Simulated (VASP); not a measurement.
# Sr4SbO3 (Pm-3m) in VASP: notebook, part 2 of 2

VASP 6.6.1. The steps go on from the part before.

## Step 3: Single point, PBE

This run uses another cell than the first one, of 23.86 Å³/atom, 1.319 times its volume.

INCAR reads:

```
ALGO     = Normal         # electronic algorithm
EDIFF    = 1E-6           # SCF threshold, eV
ENCUT    = 520            # plane-wave cutoff, eV
GGA      = PE             # functional
ISIF     = 2              # what is computed and relaxed
ISMEAR   = 0              # smearing method
LASPH    = T              # aspherical terms in the spheres
LCHARG   = F              # write CHGCAR
LREAL    = F              # projectors in reciprocal space
LWAVE    = F              # write WAVECAR
NBANDS   = 42             # bands
NELM     = 80             # most SCF steps
PREC     = Accurate       # precision mode
SIGMA    = 0.1            # smearing width, eV
```

KPOINTS reads:

```
k-points
0
Gamma
  4 4 4
```

POSCAR reads:

```
Sr4SbO3
1.0
    5.7574912497      0.0000000000      0.0000000000
    0.0000000000      5.7574912497      0.0000000000
    0.0000000000      0.0000000000      5.7574912497
Sr Sb O
4 1 3
Direct
    0.5000000000      0.0000000000      0.0000000000
    0.5000000000      0.5000000000      0.5000000000
    0.0000000000      0.0000000000      0.5000000000
    0.0000000000      0.5000000000      0.0000000000
    0.0000000000      0.0000000000      0.0000000000
    0.0000000000      0.5000000000      0.5000000000
    0.5000000000      0.0000000000      0.5000000000
    0.5000000000      0.5000000000      0.0000000000
```

Potentials or basis: VASP PAW PBE potentials, release 64 (Sr_sv, Sb, O).

Started as:

```
> cat potpaw_PBE.64/Sr_sv/POTCAR potpaw_PBE.64/Sb/POTCAR potpaw_PBE.64/O/POTCAR > POTCAR
> mpirun -np 1 vasp_std > vasp.out
```

OUTCAR:

```text
EDIFF = 1E-6
   ENCUT = 520
   GGA = PE
   ISIF = 2
   ISMEAR = 0
   LASPH = T
   LREAL = F
   NELM = 80
   PREC = Accurate

 ion  position               nearest neighbor table
   1  0.500  0.000  0.000-   5 2.88   7 2.88   8 2.88   7 2.88   8 2.88   5 2.88   2 4.07   3 4.07
                             2 4.07   2 4.07   4 4.07   3 4.07   2 4.07   3 4.07   4 4.07   4 4.07
   2  0.500  0.500  0.500-   6 2.88   7 2.88   8 2.88   8 2.88   7 2.88   6 2.88   1 4.07   4 4.07
                             1 4.07   1 4.07   3 4.07   3 4.07   1 4.07   3 4.07   4 4.07   4 4.07
   3  0.000  0.000  0.500-   5 2.88   6 2.88   7 2.88   5 2.88   6 2.88   7 2.88   1 4.07   4 4.07
                             1 4.07   2 4.07   4 4.07   2 4.07   4 4.07   1 4.07   2 4.07   4 4.07
   4  0.000  0.500  0.000-   5 2.88   6 2.88   8 2.88   6 2.88   5 2.88   8 2.88   2 4.07   3 4.07
                             1 4.07   1 4.07   3 4.07   2 4.07   3 4.07   1 4.07   2 4.07   3 4.07
   5  0.000  0.000  0.000-   1 2.88   3 2.88   4 2.88   3 2.88   4 2.88   1 2.88
   6  0.000  0.500  0.500-   2 2.88   3 2.88   4 2.88   4 2.88   3 2.88   2 2.88
   7  0.500  0.000  0.500-   1 2.88   2 2.88   3 2.88   1 2.88   2 2.88   3 2.88
   8  0.500  0.500  0.000-   1 2.88   2 2.88   4 2.88   2 2.88   1 2.88   4 2.88

  LATTYP: Found a simple cubic cell.
 ALAT       =     5.7574912497

[... 191 lines left out ...]
      5     -14.2648      2.00000
      6     -14.2648      2.00000
[... 439 lines left out ...]
     41       8.0047      0.00000
     42       8.0047      0.00000

------------------------ aborting loop because EDIFF is reached ----------------------------------------

  FORCE on cell =-STRESS in cart. coord.  units (eV):
  Direction    XX          YY          ZZ          XY          YZ          ZX
  --------------------------------------------------------------------------------------
  -------------------------------------------------------------------------------------
  Total        0.6306894      0.6306894      0.6306894      0.0000000      0.0000000      0.0000000
  in kB        5.2945155      5.2945155      5.2945155      0.0000000      0.0000000      0.0000000
  external PRESSURE =       5.2945155 kB  Pullay stress =       0.0000000 kB

 VOLUME and BASIS-vectors are now :
 -----------------------------------------------------------------------------
  energy-cutoff  :      520.00
  volume of cell :      190.85
      direct lattice vectors                 reciprocal lattice vectors
     5.757491250  0.000000000  0.000000000     0.173686760  0.000000000  0.000000000
     0.000000000  5.757491250  0.000000000     0.000000000  0.173686760  0.000000000
     0.000000000  0.000000000  5.757491250     0.000000000  0.000000000  0.173686760

 POSITION                                       TOTAL-FORCE (eV/Angst)
 -----------------------------------------------------------------------------------
      2.87875      0.00000      0.00000         0.000000      0.000000      0.000000
      2.87875      2.87875      2.87875         0.000000      0.000000      0.000000
      0.00000      0.00000      2.87875         0.000000      0.000000      0.000000
      0.00000      2.87875      0.00000         0.000000      0.000000      0.000000
      0.00000      0.00000      0.00000         0.000000      0.000000      0.000000
      0.00000      2.87875      2.87875         0.000000      0.000000      0.000000
      2.87875      0.00000      2.87875         0.000000      0.000000      0.000000
      2.87875      2.87875      0.00000         0.000000      0.000000      0.000000
 -----------------------------------------------------------------------------------
    total drift:                                0.000000      0.000000      0.000000

  FREE ENERGIE OF THE ION-ELECTRON SYSTEM (eV)
  ---------------------------------------------------
  free  energy   TOTEN  =       -38.6358040516 eV

  energy  without entropy=      -38.6279588766  energy(sigma->0) =      -38.63188146
```

It took 78 s on 1 thread of Intel Xeon Platinum 8488C (Sapphire Rapids), shared host; peak memory 0.35 GiB.

What came out:

| Quantity | Value |
| --- | --- |
| Free energy | -38.6358 eV |
| Pressure | 0.5 GPa |

Caveat: spin-orbit coupling is left out, which moves the levels of the heavy elements; an odd number of electrons without spin polarisation forces a metal; a magnetic or distorted state may lie lower.

## Step 4: Relaxation of cell and atoms, PBE

INCAR reads:

```
PREC = Accurate
ENCUT = 600
EDIFF = 1E-6
ISMEAR = 0
SIGMA = 0.1
LREAL = False
LASPH = True
NELM = 100
ALGO = Normal
ISIF = 3
LWAVE = False
LCHARG = False
GGA = PE
IBRION = 2
NSW = 90
EDIFFG = -0.04
```

KPOINTS reads:

```
regular mesh
0
Gamma
  4 4 4
```

Edit POSCAR of step 3 so:

```diff
@@ -2,5 +2,5 @@
 1.0
-    5.7574912497      0.0000000000      0.0000000000
-    0.0000000000      5.7574912497      0.0000000000
-    0.0000000000      0.0000000000      5.7574912497
+    5.2501838900      0.0000000000      0.0000000000
+    0.0000000000      5.2501838900      0.0000000000
+    0.0000000000      0.0000000000      5.2501838900
 Sr Sb O
```

Started as:

```
> cat potpaw_PBE.64/Sr_sv/POTCAR potpaw_PBE.64/Sb/POTCAR potpaw_PBE.64/O/POTCAR > POTCAR
> mpirun -np 1 vasp_std > vasp.out
```

Wall time 3.4 min (1 thread of Intel Xeon Platinum 8488C (Sapphire Rapids), shared host); peak memory 0.3 GiB.

Results (log left out):

```
Free energy                            : -38.6192 eV
Relaxed volume                         : 24.11 Å³/atom
Relaxed cell                           : a = 5.778 Å, b = 5.778 Å, c = 5.778 Å, α = 90.00°, β = 90.00°, γ = 90.00°
Space group after relaxing (to 0.05 Å) : Pm-3m (No. 221)
Energy gained by relaxing              : 375.2 meV/atom
Ionic steps                            : 4
Pressure after relaxing                : 0.0 GPa
```

Step by step:
```
step  energy change (eV)  largest force (eV/Å)  pressure (GPa)  volume (Å³)
   1              0.0000                0.0000           25.74       144.72
   2             -2.6783                0.0000           -4.35       214.52
   3             -3.0004                0.0000            0.33       191.47
   4             -3.0016                0.0000           -0.05       192.89
```

Final structure:
```cif
data_structure
_symmetry_space_group_name_H-M 'P 1'
_symmetry_Int_Tables_number 1
_cell_length_a 5.7779
_cell_length_b 5.7779
_cell_length_c 5.7779
_cell_angle_alpha 90.000
_cell_angle_beta 90.000
_cell_angle_gamma 90.000
_cell_volume 192.89
loop_
_atom_site_label
_atom_site_type_symbol
_atom_site_fract_x
_atom_site_fract_y
_atom_site_fract_z
_atom_site_occupancy
Sr1 Sr 0.50000 0.00000 0.00000 1
Sr2 Sr 0.50000 0.50000 0.50000 1
Sr3 Sr 0.00000 0.00000 0.50000 1
Sr4 Sr 0.00000 0.50000 0.00000 1
Sb1 Sb 0.00000 0.00000 0.00000 1
O1 O 0.00000 0.50000 0.50000 1
O2 O 0.50000 0.00000 0.50000 1
O3 O 0.50000 0.50000 0.00000 1
```

Levels at points of the mesh, in eV from the Fermi level:
| k point | band 29 | band 30 | band 31 | band 32 | band 33 | band 34 | band 35 | band 36 |
| --- | --- | --- | --- | --- | --- | --- | --- | --- |
| (0.00, 0.00, 0.00) | -0.42 | 0.65 | 0.65 | 0.65 | 2.17 | 2.17 | 2.17 | 2.33 |
| (0.50, 0.00, 0.00) | -0.49 | -0.49 | 0.18 | 0.18 | 2.61 | 3.70 | 3.77 | 3.92 |
| (0.50, 0.50, 0.00) | -0.80 | -0.80 | -0.76 | -0.39 | 4.02 | 4.02 | 4.29 | 4.65 |
| (0.50, 0.50, 0.50) | -0.95 | -0.87 | -0.87 | -0.87 | 4.64 | 4.96 | 4.96 | 4.96 |

Caveat: the volume moved by over 15 % at a fixed basis, so the end points are rough; spin-orbit coupling is left out, which moves the levels of the heavy elements; an odd number of electrons without spin polarisation forces a metal; a magnetic or distorted state may lie lower.

## Step 5: Single point, PBE

This run uses another cell than the first one, of 24.09 Å³/atom, 1.332 times its volume.

INCAR reads:

```
SYSTEM = Sr4SbO3
PREC     = Accurate       ! precision mode
ENCUT    = 520            ! plane-wave cutoff, eV
EDIFF    = 1E-6           ! SCF threshold, eV
ISMEAR   = 0              ! smearing method
SIGMA    = 0.1            ! smearing width, eV
LREAL    = .FALSE.        ! projectors in reciprocal space
LASPH    = .TRUE.         ! aspherical terms in the spheres
NELM     = 80             ! most SCF steps
ALGO     = Normal         ! electronic algorithm
ISIF     = 2              ! what is computed and relaxed
LWAVE    = .FALSE.        ! write WAVECAR
LCHARG   = .FALSE.        ! write CHGCAR
GGA      = PE             ! functional
NBANDS   = 42             ! bands
```

KPOINTS reads:

```
Automatic mesh
0
G
  8 8 8
  0 0 0
```

Edit POSCAR of step 4 so:

```diff
@@ -2,5 +2,5 @@
 1.0
-    5.2501838900      0.0000000000      0.0000000000
-    0.0000000000      5.2501838900      0.0000000000
-    0.0000000000      0.0000000000      5.2501838900
+    5.7762696915      0.0000000000      0.0000000000
+    0.0000000000      5.7762696915      0.0000000000
+    0.0000000000      0.0000000000      5.7762696915
 Sr Sb O
```

Potentials or basis: VASP PAW PBE potentials, release 64 (Sr_sv, Sb, O).

Started as:

```
> cat potpaw_PBE.64/Sr_sv/POTCAR potpaw_PBE.64/Sb/POTCAR potpaw_PBE.64/O/POTCAR > POTCAR
> mpirun -np 1 vasp_std > vasp.out
```

OUTCAR:

```text
SYSTEM = Sr4SbO3
   PREC = Accurate
   ENCUT = 520
   EDIFF = 1E-6
   ISMEAR = 0
   LREAL = .FALSE.
   LASPH = .TRUE.
   NELM = 80
   ISIF = 2
   GGA = PE

 ion  position               nearest neighbor table
   1  0.500  0.000  0.000-   5 2.89   7 2.89   8 2.89   7 2.89   8 2.89   5 2.89   2 4.08   3 4.08
                             2 4.08   2 4.08   4 4.08   3 4.08   2 4.08   3 4.08   4 4.08   4 4.08
   2  0.500  0.500  0.500-   6 2.89   7 2.89   8 2.89   8 2.89   7 2.89   6 2.89   1 4.08   4 4.08
                             1 4.08   1 4.08   3 4.08   3 4.08   1 4.08   3 4.08   4 4.08   4 4.08
   3  0.000  0.000  0.500-   5 2.89   6 2.89   7 2.89   5 2.89   6 2.89   7 2.89   1 4.08   4 4.08
                             1 4.08   2 4.08   4 4.08   2 4.08   4 4.08   1 4.08   2 4.08   4 4.08
   4  0.000  0.500  0.000-   5 2.89   6 2.89   8 2.89   6 2.89   5 2.89   8 2.89   2 4.08   3 4.08
                             1 4.08   1 4.08   3 4.08   2 4.08   3 4.08   1 4.08   2 4.08   3 4.08
   5  0.000  0.000  0.000-   1 2.89   3 2.89   4 2.89   3 2.89   4 2.89   1 2.89
   6  0.000  0.500  0.500-   2 2.89   3 2.89   4 2.89   4 2.89   3 2.89   2 2.89
   7  0.500  0.000  0.500-   1 2.89   2 2.89   3 2.89   1 2.89   2 2.89   3 2.89
   8  0.500  0.500  0.000-   1 2.89   2 2.89   4 2.89   2 2.89   1 2.89   4 2.89

  LATTYP: Found a simple cubic cell.
 ALAT       =     5.7762696915

  Lattice vectors:

 A1 = (   5.7762696915,   0.0000000000,   0.0000000000)
 A2 = (   0.0000000000,   5.7762696915,   0.0000000000)
 A3 = (   0.0000000000,   0.0000000000,   5.7762696915)

Analysis of symmetry for initial positions (statically):
=====================================================================
 Subroutine PRICEL returns:
 Original cell was already a primitive cell.

 Routine SETGRP: Setting up the symmetry group for a
 simple cubic supercell.

 Subroutine GETGRP returns: Found 48 space group operations
 (whereof 48 operations were pure point group operations)
 out of a pool of 48 trial point group operations.

The static configuration has the point symmetry O_h .

[... 146 lines left out ...]
  Fermi-wavevector in a.u.,A,eV,Ry     =   1.127736  2.131113 17.303741  1.271789
  Thomas-Fermi vector in A             =   2.264424
   LORBIT       =      0    0 simple, 1 ext, 2 COOP (PROOUT), +10 PAW based schemes
   GGA     = PE    functional components
   LHFCALC =     F    Hartree Fock is set to
   AEXX    =    0.0000 exact exchange contribution
   IVDW    =     0    specifies the selected vdW correction
   LEPSILON=     F    determine dielectric tensor
   LRPA    =     F    only Hartree local field effects (RPA)
 non-spin polarized calculation
 Gauss-broadening in eV      SIGMA  =   0.10
  energy-cutoff  :      520.00
  volume of cell :      192.73
 maximum number of plane-waves:      5232
 NGX is ok and might be reduce to    48
   NGX = 21   NGY = 21   NGZ = 21

 number of electron      62.9999994 magnetization

 Free energy of the ion-electron system (eV)
  ---------------------------------------------------
  ext. energy  EPLUGINS =         0.00000000
  ---------------------------------------------------
  free energy    TOTEN  =       -38.57589251 eV

  energy without entropy =      -38.55744869  energy(sigma->0) =      -38.56667060

 E-fermi :   1.9553     XC(G=0):  -9.0034

 val. band max:        1.9479999864   @ k =   0.1250   0.1250   0.1250
 cond. band min:       2.0350945083   @ k =   0.2500   0.2500   0.0000
 fundamental gap:      0.0870945220
 Fermi energy:         1.9552692341

 k-point     1 :       0.0000    0.0000    0.0000
  band No.  band energies     occupation
      1     -32.1386      2.00000
      2     -31.9008      2.00000
      3     -31.8655      2.00000
      4     -31.8655      2.00000
      5     -14.3227      2.00000
      6     -14.3227      2.00000
[... 1069 lines left out ...]
     41       7.8829      0.00000
     42       7.9968      0.00000

 [... further k-points ...]
[... 5 lines left out ...]
  --------------------------------------------------------------------------------------
  -------------------------------------------------------------------------------------
  Total        0.1924562      0.1924562      0.1924562     -0.0000000     -0.0000000      0.0000000
  in kB        1.5999267      1.5999267      1.5999267     -0.0000000     -0.0000000      0.0000000
  external PRESSURE =       1.5999267 kB  Pullay stress =       0.0000000 kB

 VOLUME and BASIS-vectors are now :
 -----------------------------------------------------------------------------
  energy-cutoff  :      520.00
  volume of cell :      192.73
      direct lattice vectors                 reciprocal lattice vectors
     5.776269691  0.000000000  0.000000000     0.173122111  0.000000000  0.000000000
     0.000000000  5.776269691  0.000000000     0.000000000  0.173122111  0.000000000
     0.000000000  0.000000000  5.776269691     0.000000000  0.000000000  0.173122111

 POSITION                                       TOTAL-FORCE (eV/Angst)
 -----------------------------------------------------------------------------------
      2.88813      0.00000      0.00000         0.000000      0.000000      0.000000
      2.88813      2.88813      2.88813         0.000000      0.000000      0.000000
      0.00000      0.00000      2.88813         0.000000      0.000000      0.000000
      0.00000      2.88813      0.00000         0.000000      0.000000      0.000000
      0.00000      0.00000      0.00000         0.000000      0.000000      0.000000
      0.00000      2.88813      2.88813         0.000000      0.000000      0.000000
      2.88813      0.00000      2.88813         0.000000      0.000000      0.000000
      2.88813      2.88813      0.00000         0.000000      0.000000      0.000000
 -----------------------------------------------------------------------------------
    total drift:                                0.000000      0.000000      0.000000

  FREE ENERGIE OF THE ION-ELECTRON SYSTEM (eV)
  ---------------------------------------------------
  free  energy   TOTEN  =       -38.5758925054 eV

  energy  without entropy=      -38.5574486852  energy(sigma->0) =      -38.56667060
```

OSZICAR:

```text
N       E                     dE             d eps       ncg     rms          rms(c)
DAV:   1     0.433522698473E+03    0.43352E+03   -0.29832E+04  2940   0.135E+03
DAV:   2    -0.421188053943E+01   -0.43773E+03   -0.41984E+03  3642   0.315E+02
DAV:   3    -0.435934817097E+02   -0.39382E+02   -0.39082E+02  4180   0.853E+01
DAV:   4    -0.454698880106E+02   -0.18764E+01   -0.18711E+01  4440   0.174E+01
DAV:   5    -0.455547534652E+02   -0.84865E-01   -0.84851E-01  4232   0.277E+00    0.320E+01
DAV:   6    -0.398558282032E+02    0.56989E+01   -0.56157E+01  3606   0.218E+01    0.344E+01
DAV:   7    -0.386239185917E+02    0.12319E+01   -0.82128E+00  3744   0.106E+01    0.182E+01
DAV:   8    -0.386457582098E+02   -0.21840E-01   -0.14066E+00  3948   0.519E+00    0.561E+00
DAV:   9    -0.385696290233E+02    0.76129E-01   -0.42120E-01  4014   0.241E+00    0.749E-01
DAV:  10    -0.385735385883E+02   -0.39096E-02   -0.29804E-02  3774   0.683E-01    0.693E-01
DAV:  11    -0.385750132234E+02   -0.14746E-02   -0.24388E-03  4272   0.187E-01    0.387E-01
DAV:  12    -0.385758489554E+02   -0.83573E-03   -0.11668E-03  3718   0.153E-01    0.730E-02
DAV:  13    -0.385758816705E+02   -0.32715E-04   -0.13493E-04  3632   0.476E-02    0.576E-02
DAV:  14    -0.385758941454E+02   -0.12475E-04   -0.76346E-05  3856   0.303E-02    0.162E-02
DAV:  15    -0.385758928314E+02    0.13141E-05   -0.84669E-06  3312   0.116E-02    0.543E-03
DAV:  16    -0.385758925054E+02    0.32595E-06   -0.67270E-07  2352   0.377E-03
   1 F= -.38575893E+02 E0= -.38566671E+02  d E =-.184438E-01
```

Wall time 4.8 min (1 thread of Intel Xeon Platinum 8488C (Sapphire Rapids), shared host); peak memory 0.47 GiB.

Results:

```yaml
Free_energy: -38.5759 eV
Pressure: 0.2 GPa
```

Caveat: spin-orbit coupling is left out, which moves the levels of the heavy elements; an odd number of electrons without spin polarisation forces a metal; a magnetic or distorted state may lie lower.

## Step 6: The runs side by side

| task | cell | k mesh | cutoff (eV) | gap on the mesh (eV) | pressure (GPa) |
| --- | --- | --- | --- | --- | --- |
| single point | a = 5.250 Å, 8 atoms | 4 × 4 × 4 | 520 | none | 25.8 |
| single point | a = 5.757 Å, 8 atoms | 4 × 4 × 4 | 520 | none | 0.5 |
| relaxation of cell and atoms | relaxed from a = 5.250 Å, 8 atoms | 4 × 4 × 4 | 600 | none | 0.0 |
| single point | a = 5.776 Å, 8 atoms | 8 × 8 × 8 | 520 | none | 0.2 |

Alike in all rows: level PBE; potentials or basis VASP PAW PBE potentials, release 64 (Sr_sv, Sb, O); no spin polarisation; smearing gaussian 0.1 eV.

Caveats: spin-orbit coupling is left out, which moves the levels of the heavy elements; an odd number of electrons without spin polarisation forces a metal; a magnetic or distorted state may lie lower; the volume moved by over 15 % at a fixed basis, so the end points are rough (some runs).

Total energies depend on the potentials used, so only differences within one code and one set of settings carry meaning.
